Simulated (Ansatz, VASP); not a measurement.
# Si3Sn in VASP and in Ansatz

Contents of INCAR:

```
PREC = Accurate ; ENCUT = 600
EDIFF = 1E-6 ; ISMEAR = 0
SIGMA = 0.1 ; LREAL = False
LASPH = True ; NELM = 100
ALGO = Normal ; ISIF = 3
LWAVE = False ; LCHARG = False
GGA = PE ; IBRION = 2
NSW = 100 ; EDIFFG = -0.01
```

The input KPOINTS:

```
regular mesh
0
Gamma
  10 10 16
```

The input POSCAR:

```
Si3Sn
1.0
    2.9792302400     -4.0349271000      0.0000000000
    2.9792302400      4.0349271000      0.0000000000
    0.0000000000      0.0000000000      3.0637960400
Si Sn
3 1
Direct
    0.0000000000      0.0000000000      0.0000000000
    0.0000000000      0.5000000000      0.5000000000
    0.5000000000      0.0000000000      0.5000000000
    0.5000000000      0.5000000000      0.0000000000
```

Input for Ansatz:

```yaml
crystal:
  lattice:
    - [2.97923024, -4.0349271, 0.0]
    - [2.97923024, 4.0349271, 0.0]
    - [0.0, 0.0, 3.06379604]
  atoms:
    - { symbol: Si, position: [0.0, 0.0, 0.0] }
    - { symbol: Si, position: [0.0, 0.5, 0.5] }
    - { symbol: Si, position: [0.5, 0.0, 0.5] }
    - { symbol: Sn, position: [0.5, 0.5, 0.0] }
basis:
  ecutwfc: 420
kpoints:
  mp_grid: { grid: [10, 10, 16] }
hamiltonian:
  xc: pbe
scf:
  occupations: { method: gaussian, width: 0.1 }
output:
  forces: true
  stress: true
  eigenvalues: true
relax:
  adjacent_minimum: "off"
  f_tol: 0.01
  max_steps: 80
  cell: { stress_tol: 0.05 }
```

Alike in both runs: task relaxation of cell and atoms; functional PBE; k mesh 10 × 10 × 16; occupations gaussian, width 0.1 eV; no spin polarisation.

```csv
,VASP,Ansatz
version,VASP 6.6.1,Ansatz 0.2.0
potentials or method,"VASP PAW PBE potentials, release 64 (Si, Sn_d), cutoff 600 eV","scalar-relativistic, plane waves, PAW"
valence electrons in the cell,26,26
```

Ansatz gave:

| Property | Result |
| --- | --- |
| gap on the k mesh at the Fermi level, each at its own relaxed structure (eV) | none |
| relaxed volume (Å³/atom) | 18.38 |
| relaxed length of the cell vector where the two differ most in proportion (Å) | 4.559 |

Task: What did VASP give for the same quantities?

Result: gap on the k mesh at the Fermi level, each at its own relaxed structure (eV): none; relaxed volume (Å³/atom): 18.37; relaxed length of the cell vector where the two differ most in proportion (Å): 4.558.

A gap of «none» marks a metal or a gap that the smearing closes.

Noted on VASP's run: too few bands were computed for a metal, which touches its energy and stress.
